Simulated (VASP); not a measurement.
A run of VASP 6.6.1 is set up as follows.

INCAR

```
  ALGO = Normal
  EDIFF = 1E-7
  ENCUT = 520
  GGA = PS
  ISIF = 2
  ISMEAR = -1
  LASPH = T
  LCHARG = F
  LREAL = F
  LWAVE = F
  NBANDS = 15
  NELM = 60
  PREC = Accurate
  SIGMA = 0.02
```

File KPOINTS:

```
k-points
0
Gamma
  12 12 10
```

The input POSCAR:

```
TaN
1.0
    3.0261388241      0.0000000000      0.0000000000
   -1.5130694121      2.6207130971      0.0000000000
    0.0000000000      0.0000000000      2.8830000000
Ta N
1 1
Direct
    0.3333333333      0.6666666667      0.5000000000
    0.0000000000      0.0000000000      0.0000000000
```

Potentials or basis: VASP PAW PBE potentials, release 64 (Ta_pv, N).

Launch:

```sh
$ cat potpaw_PBE.64/Ta_pv/POTCAR potpaw_PBE.64/N/POTCAR > POTCAR
$ mpirun -np 1 vasp_std > vasp.out
```

**Question.** Estimate the band gap on the k mesh.

**Answer.** Zero (band 8 reaches 7.82 eV, above the bottom of band 9 at 7.44 eV).

**Question.** Estimate the pressure.

**Answer.** -21.2 GPa.

Stress tensor (GPa, compression positive):
```
-26.09   0.00   0.00
  0.00 -26.09   0.00
  0.00   0.00 -11.50
```

Caveat: the cell differs from its parent crystal (equal xx and yy strain of +3 %); the PAW data sets were made with another functional, which shifts forces and pressure a little; spin-orbit coupling is left out, which moves the levels of the heavy elements.
